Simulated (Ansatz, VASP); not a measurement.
## Two plane-wave programs on Pt

```
Pt
1.0
     0.00000    2.05550    2.05550
     2.05550    0.00000    2.05550
     2.05550    2.05550    0.00000
Pt
1
Direct
  0.00000 0.00000 0.00000
```

Alike in both runs: task single point; functional PBE; k mesh 8 × 8 × 8; collinear spin.

|  | VASP | Ansatz |
| --- | --- | --- |
| version | VASP 6.6.1 | Ansatz 0.2 development build |
| potentials or method | VASP PAW PBE potentials, release 64 (Pt) | PAW hard, scalar-relativistic |
| plane-wave cutoff (eV) | 500 | 570 |
| occupations | fermi-dirac, width 0.1 eV | fermi-dirac |

|  | VASP | Ansatz | Ansatz less VASP |
| --- | --- | --- | --- |
| net moment per atom (μB) | 0.00 | 0.00 | 0.000 |

Spin-orbit coupling is off throughout.
